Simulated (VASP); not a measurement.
# C in VASP: single point with PBEsol

Aim: the single point of C with PBEsol.

Program: VASP 6.6.1. These are calculated values, not measurements. Logs are shortened: lines on timing, memory, paths and dates and some standing lists are left out, and cuts for length are marked.

### Step 1. The cell of the first run

The cell holds a slab with vacuum, 4 atoms: a = 2.459 Å, b = 2.459 Å, c = 24.109 Å, α = 90.00°, β = 90.00°, γ = 120.00°.

### Step 2. Single point, PBEsol

INCAR reads:

```
PREC     = Accurate       # precision mode
ENCUT    = 520            # plane-wave cutoff, eV
EDIFF    = 1E-6           # SCF threshold, eV
ISMEAR   = 0              # smearing method
SIGMA    = 0.1            # smearing width, eV
LREAL    = False          # projectors in reciprocal space
LASPH    = True           # aspherical terms in the spheres
NELM     = 80             # most SCF steps
ALGO     = Normal         # electronic algorithm
ISIF     = 2              # what is computed and relaxed
LWAVE    = False          # write WAVECAR
LCHARG   = False          # write CHGCAR
GGA      = PS             # functional
NBANDS   = 16             # bands
```

KPOINTS reads:

```
Automatic mesh
0
Gamma
  21 21 2
```

POSCAR reads:

```
C
1.0
    2.4589433245      0.0000000000      0.0000000000
   -1.2294716622      2.1295073855      0.0000000000
    0.0000000000      0.0000000000     24.1092599781
C
4
Direct
    0.0000000000      0.0000000000      0.5750742043
    0.0000000000      0.0000000000      0.4249257957
    0.3333333333      0.6666666667      0.4249169647
    0.6666666667      0.3333333333      0.5750830353
```

Potentials or basis: VASP PAW PBE potentials, release 64 (C).

Command:

```
$ cat potpaw_PBE.64/C/POTCAR > POTCAR
$ mpirun -np 1 vasp_std > vasp.out
```

OUTCAR:

```text
PREC = Accurate
   ENCUT = 520
   EDIFF = 1E-6
   ISMEAR = 0
   LREAL = False
   LASPH = True
   NELM = 80
   ISIF = 2
   GGA = PS

 ion  position               nearest neighbor table
   1  0.000  0.000  0.575-   4 1.42   4 1.42   4 1.42
   2  0.000  0.000  0.425-   3 1.42   3 1.42   3 1.42
   3  0.333  0.667  0.425-   2 1.42   2 1.42   2 1.42
   4  0.667  0.333  0.575-   1 1.42   1 1.42   1 1.42

  LATTYP: Found a hexagonal cell.
 ALAT       =     2.4589433245
 C/A-ratio  =     9.8047237356

  Lattice vectors:

 A1 = (   2.4589433245,   0.0000000000,   0.0000000000)
 A2 = (  -1.2294716622,   2.1295073855,   0.0000000000)
 A3 = (   0.0000000000,   0.0000000000,  24.1092599781)

Analysis of symmetry for initial positions (statically):
=====================================================================
 Subroutine PRICEL returns:
 Original cell was already a primitive cell.

 Routine SETGRP: Setting up the symmetry group for a
 hexagonal supercell.

 Subroutine GETGRP returns: Found 12 space group operations
 (whereof 12 operations were pure point group operations)
 out of a pool of 24 trial point group operations.

The static configuration has the point symmetry D_3d.

Analysis of symmetry for dynamics (positions and initial velocities):
=====================================================================
 Subroutine PRICEL returns:
 Original cell was already a primitive cell.

 Routine SETGRP: Setting up the symmetry group for a
 hexagonal supercell.

 Subroutine GETGRP returns: Found 12 space group operations
 (whereof 12 operations were pure point group operations)
 out of a pool of 24 trial point group operations.

The dynamic configuration has the point symmetry D_3d.

 Subroutine INISYM returns: Found 12 space group operations
 (whereof 12 operations are pure point group operations),
 and found     1 'primitive' translations

----------------------------------------------------------------------------------------

                                     Primitive cell

  volume of cell :     126.2442

  direct lattice vectors                    reciprocal lattice vectors
     2.458943324  0.000000000  0.000000000     0.406678751  0.234796086  0.000000000
    -1.229471662  2.129507386  0.000000000     0.000000000  0.469592173  0.000000000
     0.000000000  0.000000000 24.109259978     0.000000000  0.000000000  0.041477839

  length of vectors
     2.458943324  2.458943324 24.109259978     0.469592173  0.469592173  0.041477839

  position of ions in fractional coordinates (direct lattice)
     0.000000000  0.000000000  0.575074204
     0.000000000  0.000000000  0.424925796
     0.333333333  0.666666667  0.424916965
     0.666666667  0.333333333  0.575083035

  ion indices of the primitive-cell ions
   primitive index   ion index
                 1           1
                 2           2
                 3           3
                 4           4

----------------------------------------------------------------------------------------

 KPOINTS: Automatic mesh

Automatic generation of k-mesh.
 Grid dimensions read from file:
 generate k-points for:   21   21    2

 Generating k-lattice:

  Cartesian coordinates                     Fractional coordinates (reciprocal lattice)
     0.019365655  0.011180766  0.000000000     0.047619048  0.000000000  0.000000000
     0.000000000  0.022361532  0.000000000     0.000000000  0.047619048  0.000000000
     0.000000000  0.000000000  0.020738919     0.000000000  0.000000000  0.500000000

  Length of vectors
     0.022361532  0.022361532  0.020738919

  Shift w.r.t. Gamma in fractional coordinates (k-lattice)
     0.000000000  0.000000000  0.000000000

 Subroutine IBZKPT returns following result:
 ===========================================

 Found     96 irreducible k-points:

 Following reciprocal coordinates:
            Coordinates               Weight
  0.000000  0.000000  0.000000      1.000000
  0.047619 -0.000000  0.000000      6.000000
  0.095238 -0.000000  0.000000      6.000000
  0.142857 -0.000000  0.000000      6.000000
  0.190476 -0.000000  0.000000      6.000000
  0.238095 -0.000000  0.000000      6.000000
[... 16 lines left out ...]
  0.142857  0.095238  0.000000     12.000000
  0.190476  0.095238  0.000000     12.000000
 [... further k-points ...]
   k-points           NKPTS =     96   k-points in BZ     NKDIM =     96   number of bands    NBANDS=     16
   number of dos      NEDOS =    301   number of ions     NIONS =      4
   total plane-waves  NPLWV =  58320
   dimension x,y,z NGX =    18 NGY =   18 NGZ =  180
   dimension x,y,z NGXF=    36 NGYF=   36 NGZF=  360
   ions per type =               4
   NGX,Y,Z   is equivalent  to a cutoff of  12.17, 12.17, 12.41 a.u.
   NGXF,Y,Z  is equivalent  to a cutoff of  24.34, 24.34, 24.82 a.u.
 SYSTEM =  unknown system
   PREC   = accura    normal or accurate (medium, high low for compatibility)
   ISTART =      0    job   : 0-new  1-cont  2-samecut
   ICHARG =      2    charge: 1-file 2-atom 10-const
   ISPIN  =      1    spin polarized calculation?
   LNONCOLLINEAR =      F non collinear calculations
   LSORBIT =      F    spin-orbit coupling
   LASPH  =      T    aspherical Exc in radial PAW
   ENCUT  =  520.0 eV  38.22 Ry    6.18 a.u.   4.57  4.57 44.83*2*pi/ulx,y,z
   NELM   =     80;   NELMIN=  2; NELMDL= -5     # of ELM steps
   EDIFF  = 0.1E-05   stopping-criterion for ELM
   LREAL  =      F    real-space projection
   EDIFFG = 0.1E-04   stopping-criterion for IOM
   NSW    =      0    number of steps for IOM
   IBRION =     -1    ionic relax: 0-MD 1-quasi-New 2-CG
   NFREE  =      0    steps in history (QN), initial steepest desc. (CG)
   ISIF   =      2    stress and relaxation
   ISYM   =      2    0-nonsym 1-usesym 2-fastsym
   POTIM  = 0.5000    time-step for ionic-motion
   TEBEG  =    0.0;   TEEND  =   0.0 temperature during run
   PSTRESS=    0.0 pullay stress
   NELECT =      16.0000    total number of electrons
   NUPDOWN=      -1.0000    fix difference up-down
   EMIN   =  10.00;   EMAX   =-10.00  energy-range for DOS
   EFERMI =   0.00;   METHOD = LEGACY
   ISMEAR =     0;   SIGMA  =   0.10  broadening in eV -4-tet -1-fermi 0-gaus
   EFERMI_NEDOS =   21; number of points for ismear=-14 and -15
   IALGO  =     38    algorithm
   IMIX   =      4    mixing-type and parameters
     AMIX     =   0.40;   BMIX     =  1.00
     AMIX_MAG =   1.60;   BMIX_MAG =  1.00
  volume/ion in A,a.u.               =      31.56       212.98
  Fermi-wavevector in a.u.,A,eV,Ry     =   0.822327  1.553972  9.200544  0.676221
  Thomas-Fermi vector in A             =   1.933642
   LORBIT       =      0    0 simple, 1 ext, 2 COOP (PROOUT), +10 PAW based schemes
   GGA     = PS    functional components
   LHFCALC =     F    Hartree Fock is set to
   AEXX    =    0.0000 exact exchange contribution
   IVDW    =     0    specifies the selected vdW correction
   LEPSILON=     F    determine dielectric tensor
   LRPA    =     F    only Hartree local field effects (RPA)
 non-spin polarized calculation
 Gauss-broadening in eV      SIGMA  =   0.10
  energy-cutoff  :      520.00
  volume of cell :      126.24
 maximum number of plane-waves:      3452
   NGX =  9   NGY =  9   NGZ = 89

 number of electron      15.9999994 magnetization

 Free energy of the ion-electron system (eV)
  ---------------------------------------------------
  ext. energy  EPLUGINS =         0.00000000
  ---------------------------------------------------
  free energy    TOTEN  =       -38.57450317 eV

  energy without entropy =      -38.57398638  energy(sigma->0) =      -38.57424477

 E-fermi :  -1.8122     XC(G=0):  -3.3217

 val. band max:       -1.8121906290   @ k =   0.3333   0.3333   0.5000
 cond. band min:      -1.5927276951   @ k =   0.3333   0.3333   0.0000
 fundamental gap:      0.2194629339
 Fermi energy:        -1.8121545627

 k-point     1 :       0.0000    0.0000    0.0000
  band No.  band energies     occupation
      1     -21.3979      2.00000
      2     -21.3145      2.00000
      3      -9.8456      2.00000
      4      -9.1772      2.00000
      5      -4.8078      2.00000
      6      -4.8078      2.00000
[... 8 lines left out ...]
     15       5.1683      0.00000
     16       6.5298      0.00000

 k-point     2 :       0.0476   -0.0000    0.0000
  band No.  band energies     occupation
      1     -21.3438      2.00000
      2     -21.2607      2.00000
      3      -9.7802      2.00000
      4      -9.1133      2.00000
      5      -5.0291      2.00000
      6      -5.0237      2.00000
[... 8 lines left out ...]
     15       5.2412      0.00000
     16       6.5562      0.00000

 k-point     3 :       0.0952   -0.0000    0.0000
  band No.  band energies     occupation
      1     -21.1818      2.00000
      2     -21.0997      2.00000
      3      -9.5845      2.00000
      4      -8.9222      2.00000
      5      -5.6503      2.00000
      6      -5.6415      2.00000
[... 8 lines left out ...]
     15       5.4597      0.00000
     16       6.5935      0.00000

 k-point     4 :       0.1429   -0.0000    0.0000
  band No.  band energies     occupation
      1     -20.9124      2.00000
      2     -20.8319      2.00000
      3      -9.2601      2.00000
      4      -8.6058      2.00000
      5      -6.5718      2.00000
      6      -6.5586      2.00000
[... 8 lines left out ...]
     15       5.8214      0.00000
     16       6.5758      0.00000

 k-point     5 :       0.1905   -0.0000    0.0000
  band No.  band energies     occupation
      1     -20.5367      2.00000
      2     -20.4582      2.00000
      3      -8.8098      2.00000
      4      -8.1673      2.00000
      5      -7.6874      2.00000
      6      -7.6691      2.00000
[... 8 lines left out ...]
     15       6.2864      0.00000
     16       6.5051      0.00000

 k-point     6 :       0.2381   -0.0000    0.0000
  band No.  band energies     occupation
      1     -20.0560      2.00000
      2     -19.9801      2.00000
      3      -8.9107      2.00000
      4      -8.8871      2.00000
      5      -8.2385      2.00000
      6      -7.6124      2.00000
[... 8 lines left out ...]
     15       5.9144      0.00000
     16       6.2794      0.00000
[... 267 lines left out ...]
 k-point    21 :       0.4762    0.0476    0.0000
  band No.  band energies     occupation
      1     -16.0218      2.00000
      2     -15.9921      2.00000
      3     -15.0717      2.00000
      4     -15.0488      2.00000
      5      -8.4159      2.00000
      6      -8.4016      2.00000
[... 8 lines left out ...]
     15      10.0213      0.00000
     16      10.0883      0.00000

 k-point    22 :       0.0952    0.0952    0.0000
  band No.  band energies     occupation
      1     -20.7512      2.00000
      2     -20.6716      2.00000
      3      -9.0664      2.00000
      4      -8.4170      2.00000
      5      -6.9110      2.00000
      6      -6.9026      2.00000
[... 8 lines left out ...]
     15       6.0424      0.00000
     16       6.9928      0.00000

 k-point    23 :       0.1429    0.0952    0.0000
  band No.  band energies     occupation
      1     -20.3762      2.00000
      2     -20.2986      2.00000
      3      -8.6179      2.00000
      4      -7.9805      2.00000
      5      -7.8552      2.00000
      6      -7.8420      2.00000
[... 8 lines left out ...]
     15       6.5421      0.00000
     16       6.6398      0.00000

 k-point    24 :       0.1905    0.0952    0.0000
  band No.  band energies     occupation
      1     -19.8966      2.00000
      2     -19.8217      2.00000
      3      -8.9597      2.00000
      4      -8.9396      2.00000
      5      -8.0487      2.00000
      6      -7.4280      2.00000
[... 8 lines left out ...]
     15       5.6614      0.00000
     16       6.7579      0.00000

 [... further k-points ...]

------------------------ aborting loop because EDIFF is reached ----------------------------------------

  FORCE on cell =-STRESS in cart. coord.  units (eV):
  Direction    XX          YY          ZZ          XY          YZ          ZX
  --------------------------------------------------------------------------------------
  -------------------------------------------------------------------------------------
  Total        0.2182973      0.2182973     -0.0191211      0.0000000      0.0000000      0.0000000
  in kB        2.7704319      2.7704319     -0.2426678      0.0000000      0.0000000      0.0000000
  external PRESSURE =       1.7660653 kB  Pullay stress =       0.0000000 kB

 VOLUME and BASIS-vectors are now :
 -----------------------------------------------------------------------------
  energy-cutoff  :      520.00
  volume of cell :      126.24
      direct lattice vectors                 reciprocal lattice vectors
     2.458943324  0.000000000  0.000000000     0.406678751  0.234796086  0.000000000
    -1.229471662  2.129507386  0.000000000     0.000000000  0.469592173  0.000000000
     0.000000000  0.000000000 24.109259978     0.000000000  0.000000000  0.041477839

 POSITION                                       TOTAL-FORCE (eV/Angst)
 -----------------------------------------------------------------------------------
      0.00000      0.00000     13.86461         0.000000      0.000000     -0.000106
      0.00000      0.00000     10.24465         0.000000      0.000000      0.000106
     -0.00000      1.41967     10.24443        -0.000000      0.000000     -0.000430
      1.22947      0.70984     13.86483         0.000000     -0.000000      0.000430
 -----------------------------------------------------------------------------------
    total drift:                               -0.000000      0.000000     -0.000000

  FREE ENERGIE OF THE ION-ELECTRON SYSTEM (eV)
  ---------------------------------------------------
  free  energy   TOTEN  =       -38.5745031657 eV

  energy  without entropy=      -38.5739863770  energy(sigma->0) =      -38.57424477
```

It took 3.2 min on 1 thread of Intel Xeon Platinum 8488C (Sapphire Rapids), shared host; peak memory 0.3 GiB.

What came out:

```
Free energy            : -38.5745 eV
Band gap on the k mesh : zero (filled and empty bands touch)
```

Levels at points of the mesh, in eV from the Fermi level:
```tsv
k point	band 5	band 6	band 7	band 8	band 9	band 10	band 11	band 12
(0.00, 0.00, 0.00)	-3.00	-3.00	-2.99	-2.99	3.42	3.90	4.34	5.13
(0.00, 0.00, 0.50)	-3.00	-3.00	-2.99	-2.99	3.42	3.87	4.44	4.85
```

Caveat: the PAW data sets were made with another functional, which shifts forces and pressure a little.
